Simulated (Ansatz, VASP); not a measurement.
**SnO: VASP beside Ansatz**

Contents of INCAR:

```
SYSTEM = SnO
PREC = Accurate
ENCUT = 520
EDIFF = 1E-6
ISMEAR = 0
SIGMA = 0.01
LREAL = .False.
LASPH = .True.
NELM = 80
ALGO = Normal
ISIF = 2
LWAVE = .False.
LCHARG = .False.
GGA = PE
NBANDS = 28
```

KPOINTS

```
regular mesh
0
Gamma
  10 10 8
  0 0 0
```

POSCAR

```
SnO
1.0
    3.7908975680      0.0000000000      0.0000000000
    0.0000000000      3.9368278737      0.0000000000
    0.0000000000      0.0000000000      5.0823637346
Sn O
2 2
Direct
    0.0000000000      0.5000000000      0.2283273113
    0.5000000000      0.0000000000      0.7716726887
    0.5000000000      0.5000000000     -0.0070155136
    0.0000000000      0.0000000000      0.0070155136
```

Input for Ansatz:

```yaml
crystal:
  lattice:
    - [3.790897568, 0.0, 0.0]
    - [0.0, 3.9368278737, 0.0]
    - [0.0, 0.0, 5.0823637346]
  atoms:
    - { symbol: Sn, position: [0.0, 0.5, 0.2283273113] }
    - { symbol: Sn, position: [0.5, 0.0, 0.7716726887] }
    - { symbol: O, position: [0.5, 0.5, -0.0070155136] }
    - { symbol: O, position: [0.0, 0.0, 0.0070155136] }
basis:
  ecutwfc: 420
kpoints:
  mp_grid: { grid: [10, 10, 8] }
  band_path: { path: [VBM, CBM], npoints: 2 }
hamiltonian:
  xc: pbe
scf:
  occupations: { method: gaussian, width: 0.01 }
output:
  forces: true
  stress: true
  eigenvalues: true
checkpoint:
  read: start.run
  write: ck
  compress: false
  write_wavefunctions: false
  write_every: 100000
```

Alike in both runs: task single point; functional PBE; k mesh 10 × 10 × 8; occupations gaussian, width 0.01 eV; no spin polarisation.

```csv
,VASP,Ansatz
version,VASP 6.6.1,Ansatz 0.2.0
potentials or method,"VASP PAW PBE potentials, release 64 (Sn_d, O), cutoff 520 eV","scalar-relativistic, plane waves, PAW"
valence electrons in the cell,40,40
```

```csv
,VASP,Ansatz,Ansatz less VASP
gap on the k mesh at the Fermi level (eV),0.49,0.49,-0.005
least direct gap on the mesh (eV),1.93,1.96,+0.030
pressure (GPa),0.3,0.1,-0.19
"traceless stress, the component that is largest in VASP (GPa)",0.20,0.20,-0.003
rms of the force components (eV/Å),0.032,0.000,-0.0317
```

Atom by atom the forces differ by 0.032 eV/Å (rms over components). The functional is the same, so the differences come from potentials, cutoffs and numerics.
